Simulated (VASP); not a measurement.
Set up this calculation in VASP 6.6.1, as the native input.

| Property | Result |
| --- | --- |
| Task | single point |
| Functional | r2SCAN |
| Potentials or basis | VASP PAW PBE potentials, release 64 (Mg, S) |
| Cutoff | 520 eV |
| k mesh | 8 × 8 × 8 |
| Occupations | gaussian, width 0.01 eV |
| Spin | no spin polarisation |
| Dipole correction | no |
| Further INCAR settings | ALGO = Normal; EDIFF = 1e-06; NBANDS = 11 |

MgS:

```
CELL_PARAMETERS angstrom
0.08196 2.84319 2.84319
2.84319 0.08196 2.84319
2.84319 2.84319 0.08196
ATOMIC_POSITIONS crystal
Mg 0.00273 0.00273 0.00273
S 0.24727 0.24727 0.24727
```

This cell differs from its parent crystal: epitaxial 111 strain -2.5%.

The input as run:

POSCAR

```
MgS
1.0
    0.0819561490      2.8431934199      2.8431934199
    2.8431934199      0.0819561490      2.8431934199
    2.8431934199      2.8431934199      0.0819561490
Mg S
1 1
Direct
    0.0027345533      0.0027345533      0.0027345533
    0.2472654467      0.2472654467      0.2472654467
```

INCAR.step1

```
SYSTEM = MgS
ALGO = Normal
EDIFF = 1E-4
ENCUT = 520
GGA = PE
ISMEAR = 0
LASPH = .TRUE.
LCHARG = .FALSE.
LREAL = .FALSE.
LWAVE = .TRUE.
NBANDS = 11
NELM = 80
PREC = Accurate
SIGMA = 0.01
```

INCAR.step2

```
SYSTEM = MgS
ALGO = Normal
EDIFF = 1E-6
ENCUT = 520
ISIF = 2
ISMEAR = 0
ISTART = 1
LASPH = .TRUE.
LCHARG = .FALSE.
LMIXTAU = .TRUE.
LREAL = .FALSE.
LWAVE = .FALSE.
METAGGA = R2SCAN
NBANDS = 11
NELM = 80
PREC = Accurate
SIGMA = 0.01
```

KPOINTS

```
k-points
0
G
  8 8 8
  0 0 0
```

Potentials or basis: VASP PAW PBE potentials, release 64 (Mg, S).

Run with:

```bash
$ cat potpaw_PBE.64/Mg/POTCAR potpaw_PBE.64/S/POTCAR > POTCAR
$ cp INCAR.step1 INCAR
$ mpirun -np 1 vasp_std > vasp.out
$ cp INCAR.step2 INCAR
$ mpirun -np 1 vasp_std > vasp.out
```

Results of the run:

```yaml
Pressure: 1.6 GPa
Largest_force: 0.003 eV/Å
Band_gap_on_the_k_mesh: 4.16 eV
```

Caveat: the cell differs from its parent crystal (epitaxial 111 strain -2.5%); the PAW data sets were made with another functional, which shifts forces and pressure a little.

Wall time 89 s on 1 thread of Intel(R) Xeon(R) Platinum 8488C (Sapphire Rapids), with other jobs on the host, peak memory 0.19 GiB.
